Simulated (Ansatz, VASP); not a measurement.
# P: VASP beside Ansatz

```
CELL_PARAMETERS angstrom
0.00000 2.74411 2.74411
2.74411 0.00000 2.74411
2.74411 2.74411 0.00000
ATOMIC_POSITIONS crystal
P 0.87500 0.87500 0.87500
P 0.12500 0.12500 0.12500
```

Alike in both runs: functional PBE; k mesh 12 × 12 × 12; occupations fermi-dirac, width 0.1 eV; no spin polarisation.

Ansatz relaxed the structure, and its values are those at the end. VASP's run is a single point on that final structure, the one shown.

|  | VASP | Ansatz |
| --- | --- | --- |
| version | VASP 6.6.1 | Ansatz 0.2.0 |
| potentials or method | VASP PAW PBE potentials, release 64 (P) | PAW with Ansatz's default frozen-core files, scalar-relativistic |
| plane-wave cutoff (eV) | 520 | 420 |
| valence electrons in the cell | 10 | 10 |

Ansatz gave:

| Quantity | Value |
| --- | --- |
| pressure (GPa) | 0.0 |

Q: Estimate VASP's values.

A: Pressure (GPa): -0.1.
